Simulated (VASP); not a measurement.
# BaBr (P-6m2) in VASP: further runs, part 2 of 2

VASP 6.6.1.

## Step 4: Relaxation of cell and atoms, PBE

This run uses another cell than the first one, of 42.15 Å³/atom, 1.113 times its volume.

File INCAR:

```
ALGO     = Normal         # electronic algorithm
EDIFF    = 1E-6           # SCF threshold, eV
EDIFFG   = -0.04          # ionic threshold
ENCUT    = 600            # plane-wave cutoff, eV
GGA      = PE             # functional
IBRION   = 2              # ionic algorithm
ISIF     = 3              # what is computed and relaxed
ISMEAR   = 0              # smearing method
LASPH    = True           # aspherical terms in the spheres
LCHARG   = False          # write CHGCAR
LREAL    = False          # projectors in reciprocal space
LWAVE    = False          # write WAVECAR
NELM     = 80             # most SCF steps
NSW      = 90             # ionic steps
PREC     = Accurate       # precision mode
SIGMA    = 0.1            # smearing width, eV
```

File KPOINTS:

```
k-points
0
Gamma
  6 6 4
```

File POSCAR:

```
BaBr
1.0
    4.5079114000      0.0000000000      0.0000000000
   -2.2539557000      3.9039657900      0.0000000000
    0.0000000000      0.0000000000      4.7896175000
Ba Br
1 1
Direct
    0.6666666700      0.3333333300      0.5000000000
    0.0000000000      0.0000000000      0.0000000000
```

Potentials or basis: VASP PAW PBE potentials, release 64 (Ba_sv, Br).

Run with:

```console
$ cat potpaw_PBE.64/Ba_sv/POTCAR potpaw_PBE.64/Br/POTCAR > POTCAR
$ mpirun -np 1 vasp_std > vasp.out
```

OUTCAR:

```text
EDIFF = 1E-6
   EDIFFG = -0.04
   ENCUT = 600
   GGA = PE
   IBRION = 2
   ISIF = 3
   ISMEAR = 0
   LASPH = True
   LREAL = False
   NELM = 80
   NSW = 90
   PREC = Accurate

 ion  position               nearest neighbor table
   1  0.667  0.333  0.500-   2 3.54   2 3.54   2 3.54   2 3.54   2 3.54   2 3.54
   2  0.000  0.000  0.000-   1 3.54   1 3.54   1 3.54   1 3.54   1 3.54   1 3.54

  LATTYP: Found a hexagonal cell.
 ALAT       =     4.5079114000
 C/A-ratio  =     1.0624914900

  Lattice vectors:

 A1 = (   4.5079114000,   0.0000000000,   0.0000000000)
 A2 = (  -2.2539557000,   3.9039657900,   0.0000000000)
 A3 = (   0.0000000000,   0.0000000000,   4.7896175000)

Analysis of symmetry for initial positions (statically):
=====================================================================
 Subroutine PRICEL returns:
 Original cell was already a primitive cell.

 Routine SETGRP: Setting up the symmetry group for a
 hexagonal supercell.

 Subroutine GETGRP returns: Found 12 space group operations
 (whereof 12 operations were pure point group operations)
 out of a pool of 24 trial point group operations.

The static configuration has the point symmetry D_3h.

Analysis of symmetry for dynamics (positions and initial velocities):
=====================================================================
 Subroutine PRICEL returns:
 Original cell was already a primitive cell.

 Routine SETGRP: Setting up the symmetry group for a
 hexagonal supercell.

 Subroutine GETGRP returns: Found 12 space group operations
 (whereof 12 operations were pure point group operations)
 out of a pool of 24 trial point group operations.

The dynamic configuration has the point symmetry D_3h.

 Subroutine INISYM returns: Found 12 space group operations
 (whereof 12 operations are pure point group operations),
 and found     1 'primitive' translations

----------------------------------------------------------------------------------------

                                     Primitive cell

  volume of cell :      84.2912

  direct lattice vectors                    reciprocal lattice vectors
     4.507911400  0.000000000  0.000000000     0.221832221  0.128074893  0.000000000
    -2.253955700  3.903965790  0.000000000     0.000000000  0.256149786  0.000000000
     0.000000000  0.000000000  4.789617500     0.000000000  0.000000000  0.208784940

  length of vectors
     4.507911400  4.507911400  4.789617500     0.256149786  0.256149786  0.208784940

  position of ions in fractional coordinates (direct lattice)
     0.666666670  0.333333330  0.500000000
     0.000000000  0.000000000  0.000000000

  ion indices of the primitive-cell ions
   primitive index   ion index
                 1           1
                 2           2

----------------------------------------------------------------------------------------

 KPOINTS: k-points

Automatic generation of k-mesh.
 Grid dimensions read from file:
 generate k-points for:    6    6    4

 Generating k-lattice:

  Cartesian coordinates                     Fractional coordinates (reciprocal lattice)
     0.036972037  0.021345815  0.000000000     0.166666667 -0.000000000  0.000000000
     0.000000000  0.042691631  0.000000000     0.000000000  0.166666667  0.000000000
     0.000000000  0.000000000  0.052196235     0.000000000  0.000000000  0.250000000

  Length of vectors
     0.042691631  0.042691631  0.052196235

  Shift w.r.t. Gamma in fractional coordinates (k-lattice)
     0.000000000  0.000000000  0.000000000

 Subroutine IBZKPT returns following result:
 ===========================================

 Found     21 irreducible k-points:

 Following reciprocal coordinates:
            Coordinates               Weight
  0.000000  0.000000  0.000000      1.000000
  0.166667  0.000000  0.000000      6.000000
  0.333333 -0.000000  0.000000      6.000000
  0.500000  0.000000  0.000000      3.000000
  0.166667  0.166667  0.000000      6.000000
  0.333333  0.166667  0.000000     12.000000
[... 13 lines left out ...]
  0.333333  0.166667  0.500000     12.000000
  0.333333  0.333333  0.500000      2.000000
   k-points           NKPTS =     21   k-points in BZ     NKDIM =     21   number of bands    NBANDS=     12
   number of dos      NEDOS =    301   number of ions     NIONS =      2
   total plane-waves  NPLWV =  51840
   dimension x,y,z NGX =    36 NGY =   36 NGZ =   40
   dimension x,y,z NGXF=    72 NGYF=   72 NGZF=   80
   ions per type =               1   1
   NGX,Y,Z   is equivalent  to a cutoff of  13.28, 13.28, 13.88 a.u.
   NGXF,Y,Z  is equivalent  to a cutoff of  26.55, 26.55, 27.77 a.u.
 SYSTEM =  unknown system
   PREC   = accura    normal or accurate (medium, high low for compatibility)
   ISTART =      0    job   : 0-new  1-cont  2-samecut
   ICHARG =      2    charge: 1-file 2-atom 10-const
   ISPIN  =      1    spin polarized calculation?
   LNONCOLLINEAR =      F non collinear calculations
   LSORBIT =      F    spin-orbit coupling
   LASPH  =      T    aspherical Exc in radial PAW
   ENCUT  =  600.0 eV  44.10 Ry    6.64 a.u.   9.00  9.00  9.57*2*pi/ulx,y,z
   NELM   =     80;   NELMIN=  2; NELMDL= -5     # of ELM steps
   EDIFF  = 0.1E-05   stopping-criterion for ELM
   LREAL  =      F    real-space projection
   EDIFFG = -.4E-01   stopping-criterion for IOM
   NSW    =     90    number of steps for IOM
   IBRION =      2    ionic relax: 0-MD 1-quasi-New 2-CG
   NFREE  =      1    steps in history (QN), initial steepest desc. (CG)
   ISIF   =      3    stress and relaxation
   ISYM   =      2    0-nonsym 1-usesym 2-fastsym
   POTIM  = 0.5000    time-step for ionic-motion
   TEBEG  =    0.0;   TEEND  =   0.0 temperature during run
   PSTRESS=    0.0 pullay stress
   NELECT =      17.0000    total number of electrons
   NUPDOWN=      -1.0000    fix difference up-down
   EMIN   =  10.00;   EMAX   =-10.00  energy-range for DOS
   EFERMI =   0.00;   METHOD = LEGACY
   ISMEAR =     0;   SIGMA  =   0.10  broadening in eV -4-tet -1-fermi 0-gaus
   EFERMI_NEDOS =   21; number of points for ismear=-14 and -15
   IALGO  =     38    algorithm
   IMIX   =      4    mixing-type and parameters
     AMIX     =   0.40;   BMIX     =  1.00
     AMIX_MAG =   1.60;   BMIX_MAG =  1.00
  volume/ion in A,a.u.               =      42.15       284.41
  Fermi-wavevector in a.u.,A,eV,Ry     =   0.960057  1.814245 12.540621  0.921710
  Thomas-Fermi vector in A             =   2.089308
   LORBIT       =      0    0 simple, 1 ext, 2 COOP (PROOUT), +10 PAW based schemes
   GGA     = PE    functional components
   LHFCALC =     F    Hartree Fock is set to
   AEXX    =    0.0000 exact exchange contribution
   IVDW    =     0    specifies the selected vdW correction
   LEPSILON=     F    determine dielectric tensor
   LRPA    =     F    only Hartree local field effects (RPA)
 conjugate gradient relaxation of ions
 non-spin polarized calculation
 Gauss-broadening in eV      SIGMA  =   0.10
  energy-cutoff  :      600.00
  volume of cell :       84.29
 maximum number of plane-waves:      2838
 NGX is ok and might be reduce to    36
   NGX = 17   NGY = 17   NGZ = 19

--------------------------------------- Ionic step        1  -------------------------------------------

 number of electron      17.0000000 magnetization

 Free energy of the ion-electron system (eV)
  ---------------------------------------------------
  ext. energy  EPLUGINS =         0.00000000
  ---------------------------------------------------
  free energy    TOTEN  =        -6.52546108 eV

  energy without entropy =       -6.50922887  energy(sigma->0) =       -6.51734498

------------------------ aborting loop because EDIFF is reached ----------------------------------------

  FORCE on cell =-STRESS in cart. coord.  units (eV):
  Direction    XX          YY          ZZ          XY          YZ          ZX
  --------------------------------------------------------------------------------------
  -------------------------------------------------------------------------------------
  Total       -0.7069744     -0.7069744     -0.3946671      0.0000000      0.0000000      0.0000000
  in kB      -13.4379198    -13.4379198     -7.5016929      0.0000000      0.0000000      0.0000000
  external PRESSURE =     -11.4591775 kB  Pullay stress =       0.0000000 kB
[... 165 lines left out ...]
  energy  without entropy=       -6.5402098557  energy(sigma->0) =       -6.54700860

--------------------------------------- Ionic step        6  -------------------------------------------

 number of electron      17.0000000 magnetization

 Free energy of the ion-electron system (eV)
  ---------------------------------------------------
  ext. energy  EPLUGINS =         0.00000000
  ---------------------------------------------------
  free energy    TOTEN  =        -6.55497802 eV

  energy without entropy =       -6.54106289  energy(sigma->0) =       -6.54802046

 E-fermi :   3.7634     XC(G=0):  -8.2753

 val. band max:        3.7341061252   @ k =   0.3333  -0.0000   0.5000
 cond. band min:       3.7694845922   @ k =   0.5000   0.0000   0.5000
 fundamental gap:      0.0353784669
 Fermi energy:         3.7633602577

 k-point     1 :       0.0000    0.0000    0.0000
  band No.  band energies     occupation
      1     -25.5450      2.00000
      2     -13.3298      2.00000
      3     -10.8115      2.00000
      4     -10.5160      2.00000
      5     -10.5160      2.00000
      6      -1.2386      2.00000
      7      -0.9450      2.00000
      8      -0.9450      2.00000
      9       2.3046      2.00000
     10       3.8526      0.20687
     11       5.7472      0.00000
     12       5.7472      0.00000
[... 327 lines left out ...]
  FREE ENERGIE OF THE ION-ELECTRON SYSTEM (eV)
  ---------------------------------------------------
  free  energy   TOTEN  =        -6.5549780218 eV

  energy  without entropy=       -6.5410628903  energy(sigma->0) =       -6.54802046

 reached required accuracy - stopping structural energy minimisation
```

It took 68 s on 1 thread of AMD EPYC 9R14 (Zen 4), shared host; peak memory 0.21 GiB.

What came out:

- Free energy: -6.5550 eV
- Relaxed volume: 38.89 Å³/atom
- Relaxed cell: a = 4.332 Å, b = 4.332 Å, c = 4.785 Å, α = 90.00°, β = 90.00°, γ = 120.00°
- Space group after relaxing (to 0.05 Å): P-6m2 (No. 187)
- Energy gained by relaxing: 14.8 meV/atom
- Ionic steps: 6
- Pressure after relaxing: 0.0 GPa

The path:
| step | energy change (eV) | largest force (eV/Å) | pressure (GPa) | volume (Å³) |
| --- | --- | --- | --- | --- |
| 1 | 0.0000 | 0.0000 | -1.15 | 84.29 |
| 2 | -0.0212 | 0.0000 | -0.56 | 80.67 |
| 3 | -0.0273 | 0.0000 | -0.07 | 78.18 |
| 4 | -0.0276 | 0.0000 | 0.05 | 77.58 |
| 5 | -0.0283 | 0.0000 | 0.03 | 77.64 |
| 6 | -0.0295 | 0.0000 | -0.01 | 77.78 |

Final structure:
```cif
data_structure
_symmetry_space_group_name_H-M 'P 1'
_symmetry_Int_Tables_number 1
_cell_length_a 4.3323
_cell_length_b 4.3323
_cell_length_c 4.7852
_cell_angle_alpha 90.000
_cell_angle_beta 90.000
_cell_angle_gamma 120.000
_cell_volume 77.78
loop_
_atom_site_label
_atom_site_type_symbol
_atom_site_fract_x
_atom_site_fract_y
_atom_site_fract_z
_atom_site_occupancy
Ba1 Ba 0.66667 0.33333 0.50000 1
Br1 Br 0.00000 0.00000 0.00000 1
```

Levels at points of the mesh, in eV from the Fermi level:
| k point | band 6 | band 7 | band 8 | band 9 | band 10 | band 11 | band 12 |
| --- | --- | --- | --- | --- | --- | --- | --- |
| (0.00, 0.00, 0.00) | -5.00 | -4.71 | -4.71 | -1.46 | 0.09 | 1.98 | 1.98 |
| (0.50, 0.00, 0.00) | -6.00 | -5.41 | -4.80 | -0.59 | 1.82 | 2.27 | 2.35 |
| (0.00, 0.00, 0.50) | -6.09 | -4.72 | -4.72 | 0.32 | 1.27 | 1.27 | 2.14 |
| (0.50, 0.00, 0.50) | -5.60 | -5.47 | -5.11 | 0.01 | 1.31 | 3.30 | 3.79 |

Caveat: spin-orbit coupling is left out, which moves the levels of the heavy elements; an odd number of electrons without spin polarisation forces a metal; a magnetic or distorted state may lie lower.

## Step 5: Summary

| task | cell | cutoff (eV) | gap on the mesh (eV) | pressure (GPa) |
| --- | --- | --- | --- | --- |
| single point | a = 4.295, b = 4.295, c = 4.741 Å, angles 90.0, 90.0, 120.0°, 2 atoms | 520 | none | 0.5 |
| single point | a = 4.508, b = 4.508, c = 4.790 Å, angles 90.0, 90.0, 120.0°, 2 atoms | 520 | none | -1.1 |
| relaxation of cell and atoms | relaxed from a = 4.508, b = 4.508, c = 4.790 Å, angles 90.0, 90.0, 120.0°, 2 atoms | 600 | none | 0.0 |

Alike in all rows: level PBE; potentials or basis VASP PAW PBE potentials, release 64 (Ba_sv, Br); no spin polarisation; k mesh 6 × 6 × 4; smearing gaussian 0.1 eV.

Caveats: spin-orbit coupling is left out, which moves the levels of the heavy elements; an odd number of electrons without spin polarisation forces a metal; a magnetic or distorted state may lie lower.

Absolute energies hang on the potentials; compare differences alone.
